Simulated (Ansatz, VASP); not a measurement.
Two plane-wave programs on Os

The input INCAR:

```
PREC = Accurate
ENCUT = 520
EDIFF = 1E-6
ISMEAR = -1
SIGMA = 0.1
LREAL = False
LASPH = True
NELM = 80
ALGO = Normal
ISIF = 2
LWAVE = False
LCHARG = False
GGA = PE
NBANDS = 15
```

KPOINTS

```
Automatic mesh
0
Gamma
  21 21 12
```

Contents of POSCAR:

```
Os
1.0
    2.7559294133      0.0000000000      0.0000000000
   -1.3779647066      2.3867048830      0.0000000000
    0.0000000000      0.0000000000      4.3426533301
Os
2
Direct
    0.3333333333      0.6666666667      0.2500000000
    0.6666666667      0.3333333333      0.7500000000
```

Input for Ansatz:

```yaml
crystal:
  lattice:
    - [2.7559294133, 0.0, 0.0]
    - [-1.3779647066, 2.386704883, 0.0]
    - [0.0, 0.0, 4.3426533301]
  atoms:
    - { symbol: Os, position: [0.3333333333, 0.6666666667, 0.25] }
    - { symbol: Os, position: [0.6666666667, 0.3333333333, 0.75] }
hamiltonian:
  xc: pbe
  pseudopotentials:
    kind: paw
    azcp:
      Os: "pseudopotentials/Os.paw.azcp"
basis:
  ecutwfc: 420
  fft_grid_basis: typed
kpoints:
  mp_grid: { grid: [21, 21, 12], shift: [0, 0, 0] }
magnetization:
  spin_polarized: false
scf:
  occupations: { method: fermi_dirac, width: 0.1 }
output:
  stress: true
```

Alike in both runs: task single point; functional PBE; k mesh 21 × 21 × 12; occupations fermi-dirac, width 0.1 eV; no spin polarisation.

|  | VASP | Ansatz |
| --- | --- | --- |
| version | VASP 6.6.1 | Ansatz 0.2.0 |
| potentials or method | VASP PAW PBE potentials, release 64 (Os), cutoff 520 eV | plane waves (420 eV) with PAW, scalar-relativistic |
| valence electrons in the cell | 16 | 32 |

|  | VASP | Ansatz | Ansatz less VASP |
| --- | --- | --- | --- |
| pressure (GPa) | -0.1 | 0.0 | +0.16 |
| traceless stress, the component that is largest in VASP (GPa) | 0.52 | 0.60 | +0.084 |

VASP's potentials hold 16 valence electrons a cell and Ansatz's 32, so a difference there can come from the potentials and not from the codes.

Spin-orbit coupling is off throughout.
